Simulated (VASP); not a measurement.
Crystal: LiH.

```xyz
2
Lattice="0.0000 2.0086 2.0086 2.0086 0.0000 2.0086 2.0086 2.0086 0.0000" Properties=species:S:1:pos:R:3 pbc="T T T"
Li    0.0000    0.0000    0.0000
H     2.0086    2.0086    2.0086
```

Base run:

| Property | Result |
| --- | --- |
| Program | VASP 6.6.1 |
| Functional | r2SCAN |
| Potentials or basis | VASP PAW PBE potentials, release 64 (Li_sv, H) |
| Cutoff | 520 eV |
| k mesh | 10 × 10 × 10 |
| Occupations | gaussian, width 0.1 eV |
| Spin | no spin polarisation |

Its results: band gap on the k mesh 3.59 eV, direct.

The run is repeated on the same cell with these changes: functional from r2SCAN to PBE; k mesh from 10 × 10 × 10 to 4 × 4 × 4. What comes out?

Band gap on the k mesh 2.97 eV, direct.

Several settings changed at once, so the effect can't be laid on one alone.

Caveats: some runs use coarse meshes.

A k mesh can miss the band edges.
